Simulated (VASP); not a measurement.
A run of VASP 6.6.1 is set up as follows.

Contents of INCAR:

```
ALGO = Normal
EDIFF = 1E-6
ENCUT = 910
GGA = PE
GGA_COMPAT = F
ISIF = 2
ISMEAR = -1
LASPH = T
LCHARG = F
LREAL = F
LWAVE = F
NBANDS = 16
NELM = 120
PREC = Accurate
SIGMA = 0.05
```

KPOINTS

```
k-points
0
Gamma
  9 9 8
```

The input POSCAR:

```
WC
1.0
    2.9065000000      0.0000000000      0.0000000000
   -1.4532500000      2.5171028361      0.0000000000
    0.0000000000      0.0000000000      2.8366000000
W C
1 1
Direct
    0.0000000000      0.0000000000      0.0000000000
    0.6666666667      0.3333333333      0.5000000000
```

Potentials or basis: VASP PAW PBE potentials, release 64 (W_sv, C_h).

Launch:

```console
$ cat potpaw_PBE.64/W_sv/POTCAR potpaw_PBE.64/C_h/POTCAR > POTCAR
$ mpirun -np 1 vasp_std > vasp.out
```

Question: Estimate the pressure.

Answer: 6.6 GPa.

Question: Estimate the band gap on the k mesh.

Answer: Zero (band 9 reaches 12.05 eV, above the bottom of band 10 at 10.84 eV).

Stress tensor (GPa, compression positive):
```
6.85 0.00 0.00
0.00 6.85 0.00
0.00 0.00 6.22
```

Caveat: the cutoff is under 1.25 times the usual one of these potentials, so pressure, stress and relaxed cells hold a basis-set (Pulay) error; spin-orbit coupling is left out, which moves the levels of the heavy elements.
